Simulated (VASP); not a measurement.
Input of a VASP 6.6.1 run:

INCAR

```
PREC     = Accurate       # precision mode
ENCUT    = 520            # plane-wave cutoff, eV
EDIFF    = 1E-7           # SCF threshold, eV
ISMEAR   = -1             # smearing method
SIGMA    = 0.02           # smearing width, eV
LREAL    = Auto         
LASPH    = True           # aspherical terms in the spheres
NELM     = 100            # most SCF steps
ALGO     = Normal         # electronic algorithm
ISIF     = 2              # what is computed and relaxed
LWAVE    = False          # write WAVECAR
LCHARG   = True           # write CHGCAR
GGA      = PE             # functional
LELF     = True           # ELF
LVHAR    = True         
NELECT   = 122.0        
NBANDS   = 73             # bands
```

File KPOINTS:

```
Automatic mesh
0
Gamma
  2 2 2
```

POSCAR

```
MgGa6N8
1.0
   -3.1800000000     -5.5079220000      0.0000000000
    4.7700000000     -2.7539610000      0.0000000000
    0.0000000000      0.0000000000      5.1660000000
Ga N Mg
6 8 1
Direct
    0.4817914523      0.3259066705     -0.0072326752
    0.5122900089      0.6645132554      0.4928929539
    0.2420757176      0.8304615895      0.0005874952
    0.2673279591      0.1601578428      0.5177018970
    0.0083970242      0.6715156262      0.5118283004
    0.7422519800      0.8403593913     -0.0082721642
    0.4881213108      0.3430850667      0.3624237321
    0.4906851079      0.6603919587      0.8684018583
    0.2608802571      0.8373331693      0.3768689508
    0.2363680323      0.1577216652      0.8842456446
    0.0485807447      0.3522951296      0.3969761905
   -0.0074118398      0.6737342452      0.8809903213
    0.7610121130      0.7973590187      0.3591521487
    0.7200945865      0.1588915692      0.8751194348
   -0.0489843234      0.3349538473      0.0389403794
```

Potentials or basis: VASP PAW PBE potentials, release 64 (Ga_d, N, Mg).

Launch:

```sh
$ cat potpaw_PBE.64/Ga_d/POTCAR potpaw_PBE.64/N/POTCAR potpaw_PBE.64/Mg/POTCAR > POTCAR
$ mpirun -np 1 vasp_std > vasp.out
```

Q: What does it give for the largest force?

A: 1.583 eV/Å.

Forces in eV/Å, atoms in the order of the input:
```
Ga  -0.120 -0.085  0.132
Ga   0.014  0.046  0.106
Ga   0.032 -0.062  0.052
Ga   0.122  0.287  0.167
Ga   0.005  0.115 -0.051
Ga   0.009  0.004  0.115
N    0.215  0.352  0.157
N   -0.006  0.006  0.107
N    0.021  0.065  0.073
N    0.174  0.048  0.159
N    0.073  0.218 -0.143
N    0.098 -0.102 -0.056
N    0.039  0.104  0.086
N    0.007 -0.025  0.145
Mg  -0.681 -0.970 -1.049
```

Caveat: the k points lie up to 0.61 Å⁻¹ apart; the cell carries a net charge on a neutralising background, which shifts energy and pressure.
